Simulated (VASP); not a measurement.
# BaTe (R3m) in VASP: further runs, part 2 of 2

VASP 6.6.1.

## (3) Single point, r2SCAN (strain along [111] -0.6%)

Contents of POSCAR:

```
BaTe
1.0
   -0.0151347468      3.8990239194      3.8990239194
    3.8990239194     -0.0151347468      3.8990239194
    3.8990239194      3.8990239194     -0.0151347468
Ba Te
1 1
Direct
   -0.0004189613     -0.0004189613     -0.0004189613
    0.2504189613      0.2504189613      0.2504189613
```

Contents of INCAR.step1:

```
SYSTEM = BaTe
PREC = Accurate
ENCUT = 520
ISMEAR = 0
SIGMA = 0.01
LREAL = .FALSE.
LASPH = .TRUE.
NELM = 60
NBANDS = 15
GGA = PE
ALGO = Normal
EDIFF = 1E-4
LWAVE = .TRUE.
LCHARG = .FALSE.
```

Contents of INCAR.step2:

```
SYSTEM = BaTe
PREC = Accurate
ENCUT = 520
EDIFF = 1E-7
ISMEAR = 0
SIGMA = 0.01
LREAL = .FALSE.
LASPH = .TRUE.
NELM = 60
ALGO = Normal
ISIF = 2
LWAVE = .FALSE.
LCHARG = .FALSE.
METAGGA = R2SCAN
LMIXTAU = .TRUE.
NBANDS = 15
ISTART = 1
```

Contents of KPOINTS:

```
Automatic mesh
0
G
  6 6 6
  0 0 0
```

Potentials or basis: VASP PAW PBE potentials, release 64 (Ba_sv, Te).

Command:

```
$ cat potpaw_PBE.64/Ba_sv/POTCAR potpaw_PBE.64/Te/POTCAR > POTCAR
$ cp INCAR.step1 INCAR
$ mpirun -np 1 vasp_std > vasp.out
$ cp INCAR.step2 INCAR
$ mpirun -np 1 vasp_std > vasp.out
```

OUTCAR:

```text
SYSTEM = BaTe
   PREC = Accurate
   ENCUT = 520
   EDIFF = 1E-7
   ISMEAR = 0
   LREAL = .FALSE.
   LASPH = .TRUE.
   NELM = 60
   ISIF = 2
   METAGGA = R2SCAN
   ISTART = 1

 ion  position               nearest neighbor table
   1  1.000  1.000  1.000-   2 3.38   2 3.38   2 3.38   2 3.38
   2  0.250  0.250  0.250-   1 3.38   1 3.38   1 3.38   1 3.38

  LATTYP: Found a trigonal (rhomboedric) cell.
 ALAT       =     5.5140732774
 COS(alpha) =     0.4961145866

  Lattice vectors:

 A1 = (  -0.0151347468,   3.8990239194,   3.8990239194)
 A2 = (   3.8990239194,  -0.0151347468,   3.8990239194)
 A3 = (   3.8990239194,   3.8990239194,  -0.0151347468)

Analysis of symmetry for initial positions (statically):
=====================================================================
 Subroutine PRICEL returns:
 Original cell was already a primitive cell.

 Routine SETGRP: Setting up the symmetry group for a
 trigonal (rhombohedral) supercell.

 Subroutine GETGRP returns: Found  6 space group operations
 (whereof  6 operations were pure point group operations)
 out of a pool of 12 trial point group operations.

The static configuration has the point symmetry C_3v.

[... 177 lines left out ...]
      8      -0.6084      2.00000
      9       2.7723      0.00000
     10       4.4183      0.00000
     11       4.4183      0.00000
     12       6.3697      0.00000
     13       6.3965      0.00000
     14       6.3965      0.00000
[... 401 lines left out ...]
      2     -12.8179      2.00000
      3     -12.6648      2.00000
      4     -12.6547      2.00000
      5      -8.7996      2.00000
      6      -0.9364      2.00000
      7      -0.4547      2.00000
      8      -0.1837      2.00000
      9       3.0068      0.00000
     10       4.0515      0.00000
     11       5.0985      0.00000
     12       5.3927      0.00000
     13       6.1024      0.00000
     14       7.4764      0.00000
     15       7.8336      0.00000

 [... further k-points ...]

------------------------ aborting loop because EDIFF is reached ----------------------------------------

  FORCE on cell =-STRESS in cart. coord.  units (eV):
  Direction    XX          YY          ZZ          XY          YZ          ZX
  --------------------------------------------------------------------------------------
  -------------------------------------------------------------------------------------
  Total        0.2196089      0.2196089      0.2196089      0.0110397      0.0110397      0.0110397
  in kB        2.9508110      2.9508110      2.9508110      0.1483365      0.1483365      0.1483365
  external PRESSURE =       2.9508110 kB  Pullay stress =       0.0000000 kB

 VOLUME and BASIS-vectors are now :
 -----------------------------------------------------------------------------
  energy-cutoff  :      520.00
  volume of cell :      119.24
      direct lattice vectors                 reciprocal lattice vectors
    -0.015134747  3.899023919  3.899023919    -0.127492965  0.127989780  0.127989780
     3.899023919 -0.015134747  3.899023919     0.127989780 -0.127492965  0.127989780
     3.899023919  3.899023919 -0.015134747     0.127989780  0.127989780 -0.127492965

 POSITION                                       TOTAL-FORCE (eV/Angst)
 -----------------------------------------------------------------------------------
      7.77965      7.77965      7.77965        -0.000875     -0.000875     -0.000875
      1.94899      1.94899      1.94899         0.000875      0.000875      0.000875
 -----------------------------------------------------------------------------------
    total drift:                                0.000033      0.000033      0.000033

  FREE ENERGIE OF THE ION-ELECTRON SYSTEM (eV)
  ---------------------------------------------------
  free  energy   TOTEN  =       -55.3743469443 eV

  energy  without entropy=      -55.3743469443  energy(sigma->0) =      -55.37434694
```

OUTCAR.step1:

```text
SYSTEM = BaTe
   PREC = Accurate
   ENCUT = 520
   ISMEAR = 0
   LREAL = .FALSE.
   LASPH = .TRUE.
[... 655 lines left out ...]
      7.77965      7.77965      7.77965        -0.000500     -0.000500     -0.000500
      1.94899      1.94899      1.94899         0.000500      0.000500      0.000500
 -----------------------------------------------------------------------------------
    total drift:                                0.000029      0.000029      0.000029

  FREE ENERGIE OF THE ION-ELECTRON SYSTEM (eV)
  ---------------------------------------------------
  free  energy   TOTEN  =        -8.0897101638 eV

  energy  without entropy=       -8.0897101638  energy(sigma->0) =       -8.08971016
```

It took 9.1 min on 1 thread of Intel Xeon 8259CL, shared host; peak memory 0.32 GiB.

What came out:

| Item | Value |
| --- | --- |
| Free energy | -55.3743 eV |
| Pressure | 0.3 GPa |
| Band gap on the k mesh | 2.95 eV (least direct gap 3.18 eV) |

Caveat: the cell differs from its parent crystal (strain along [111] -0.6%); the PAW data sets were made with another functional, which shifts forces and pressure a little; spin-orbit coupling is left out, which moves the levels of the heavy elements. A k mesh can miss the band edges.

## (4) Single point, HSE06 (strain along [111] -0.6%)

POSCAR is that of step 3.

Contents of INCAR.step1:

```
SYSTEM = BaTe
ALGO     = Normal         ! electronic algorithm
EDIFF    = 1E-5           ! SCF threshold, eV
ENCUT    = 520            ! plane-wave cutoff, eV
GGA      = PE             ! functional
ISIF     = 2              ! what is computed and relaxed
ISMEAR   = 0              ! smearing method
LASPH    = .TRUE.         ! aspherical terms in the spheres
LREAL    = .FALSE.        ! projectors in reciprocal space
LWAVE    = .TRUE.         ! write WAVECAR
NBANDS   = 15             ! bands
NELM     = 100            ! most SCF steps
PREC     = Accurate       ! precision mode
SIGMA    = 0.01           ! smearing width, eV
```

Contents of INCAR.step2:

```
SYSTEM = BaTe
ALGO     = Normal         ! electronic algorithm
EDIFF    = 1E-6           ! SCF threshold, eV
ENCUT    = 520            ! plane-wave cutoff, eV
GGA      = PE             ! functional
HFSCREEN = 0.2079         ! screening, 1/A
ISIF     = 2              ! what is computed and relaxed
ISMEAR   = 0              ! smearing method
ISTART   = 1            
LASPH    = .TRUE.         ! aspherical terms in the spheres
LCHARG   = .TRUE.         ! write CHGCAR
LELF     = .TRUE.         ! ELF
LHFCALC  = .TRUE.         ! exact exchange
LREAL    = .FALSE.        ! projectors in reciprocal space
LVHAR    = .TRUE.       
LWAVE    = .FALSE.        ! write WAVECAR
NBANDS   = 15             ! bands
NELM     = 100            ! most SCF steps
PREC     = Accurate       ! precision mode
PRECFOCK = Normal       
SIGMA    = 0.01           ! smearing width, eV
```

Contents of KPOINTS:

```
k-points
0
G
  4 4 4
  0 0 0
```

Command:

```
$ cat potpaw_PBE.64/Ba_sv/POTCAR potpaw_PBE.64/Te/POTCAR > POTCAR
$ cp INCAR.step1 INCAR
$ mpirun -np 1 vasp_std > vasp.out
$ cp INCAR.step2 INCAR
$ mpirun -np 1 vasp_std > vasp.out
```

It took 36 min on 1 thread of Intel Xeon 8259CL, shared host; peak memory 0.4 GiB.

The run converged. Its results:

- Free energy: -9.2285 eV
- Pressure: 0.1 GPa
- Band gap on the k mesh: 3.30 eV (least direct gap 3.69 eV)

Levels at points of the mesh, in eV from the valence-band top:
```
           k point  band 4  band 5  band 6  band 7  band 8  band 9  band 10  band 11  band 12  band 13
(0.00, 0.00, 0.00)  -12.87   -9.50   -0.45   -0.45   -0.44    3.30     5.10     5.10     7.05     7.08
(0.50, 0.00, 0.00)  -12.89   -9.17   -0.74   -0.25   -0.25    4.87     5.26     5.31     5.34     6.19
(0.50, 0.50, 0.00)  -12.92   -9.07   -1.02   -0.01    0.00    3.69     4.78     5.99     6.00     6.08
(0.50, 0.50, 0.50)  -12.89   -9.18   -0.73   -0.26   -0.26    4.88     5.29     5.29     5.32     6.22
```

Caveat: the cell differs from its parent crystal (strain along [111] -0.6%); the PAW data sets were made with another functional, which shifts forces and pressure a little; spin-orbit coupling is left out, which moves the levels of the heavy elements. A k mesh can miss the band edges.

## (5) Overview

```csv
level,k mesh,smearing,grid for exact exchange (PRECFOCK),share of exact exchange,screening parameter,gap on the mesh (eV),pressure (GPa)
PBE,6 × 6 × 6,fermi-dirac 0.02 eV,-,-,-,2.59,0.3
r2SCAN,6 × 6 × 6,gaussian 0.01 eV,-,-,-,2.95,0.3
HSE06,4 × 4 × 4,gaussian 0.01 eV,Normal,0.25,0.2079 1/Å,3.30,0.1
```

Alike in all rows: task single point; potentials or basis VASP PAW PBE potentials, release 64 (Ba_sv, Te); no spin polarisation; cell as given; cutoff (eV) 520.

Caveats: spin-orbit coupling is left out, which moves the levels of the heavy elements; the PAW data sets were made with another functional, which shifts forces and pressure a little (at least some runs).

Total energies depend on the potentials used, so only differences within one code and one set of settings carry meaning.
